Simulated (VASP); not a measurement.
Wanted: the native input for a VASP 6.6.1 run.

```
Task                   : single point
Functional             : LDA
Potentials or basis    : VASP PAW LDA potentials, release 64 (Ti_sv)
Cutoff                 : 520 eV
k mesh                 : 12 × 12 × 12
Occupations            : gaussian, width 0.1 eV
Spin                   : no spin polarisation
Dipole correction      : no
Further INCAR settings : ALGO = Normal; EDIFF = 1e-07; NBANDS = 12
```

The structure of Ti lies in POSCAR:

```
Ti
1.0
   -1.6625945817      1.6625945817      1.6625945817
    1.6625945817     -1.6625945817      1.6625945817
    1.6625945817      1.6625945817     -1.6625945817
Ti
1
Direct
    0.0000000000      0.0000000000      0.0000000000
```

One way to write it, as run:

INCAR

```
ALGO = Normal ; EDIFF = 1E-7
ENCUT = 520 ; GGA = CA
ISIF = 2 ; ISMEAR = 0
LASPH = True ; LCHARG = False
LREAL = False ; LWAVE = False
NBANDS = 12 ; NELM = 60
PREC = Accurate ; SIGMA = 0.1
```

KPOINTS

```
k-points
0
Gamma
  12 12 12
```

Potentials or basis: VASP PAW LDA potentials, release 64 (Ti_sv).

Launch:

```sh
$ cat potpaw_LDA.64/Ti_sv/POTCAR > POTCAR
$ mpirun -np 1 vasp_std > vasp.out
```

Results of the run:

* Pressure: -14.0 GPa
* Band gap on the k mesh: zero (band 6 reaches 8.17 eV, above the bottom of band 7 at 6.70 eV)

It took 5 s on 1 thread of Intel(R) Xeon(R) 6975P-C (Granite Rapids), on a shared host, peak memory 0.13 GiB.
